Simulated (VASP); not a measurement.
A run of VASP 6.6.1 is set up as follows.

Contents of INCAR:

```
PREC     = Accurate       # precision mode
ENCUT    = 500            # plane-wave cutoff, eV
EDIFF    = 1E-6           # SCF threshold, eV
ISMEAR   = 0              # smearing method
SIGMA    = 0.01           # smearing width, eV
LREAL    = F              # projectors in reciprocal space
LASPH    = T              # aspherical terms in the spheres
NELM     = 120            # most SCF steps
ALGO     = Normal         # electronic algorithm
ISIF     = 2              # what is computed and relaxed
LWAVE    = F              # write WAVECAR
LCHARG   = T              # write CHGCAR
GGA      = CA             # functional
LELF     = T              # ELF
LVHAR    = T            
NBANDS   = 15             # bands
GGA_COMPAT= F
```

KPOINTS

```
Automatic mesh
0
Gamma
  4 4 4
```

File POSCAR:

```
BaTe
1.0
    4.2624700000      0.0000000000      0.0000000000
    0.0000000000      4.2624700000      0.0000000000
    0.0000000000      0.0000000000      4.2624700000
Ba Te
1 1
Direct
    0.0000000000      0.0000000000      0.0000000000
    0.5000000000      0.5000000000      0.5000000000
```

Potentials or basis: VASP PAW LDA potentials, release 64 (Ba_sv, Te).

The run is started by

```console
$ cat potpaw_LDA.64/Ba_sv/POTCAR potpaw_LDA.64/Te/POTCAR > POTCAR
$ mpirun -np 1 vasp_std > vasp.out
```

Q: Predict the band gap on the k mesh.

A: 0.64 eV, indirect (least direct gap 0.81 eV).

Q: Predict the pressure.

A: -2.7 GPa.

Caveat: spin-orbit coupling is left out, which moves the levels of the heavy elements. A k mesh can miss the band edges.
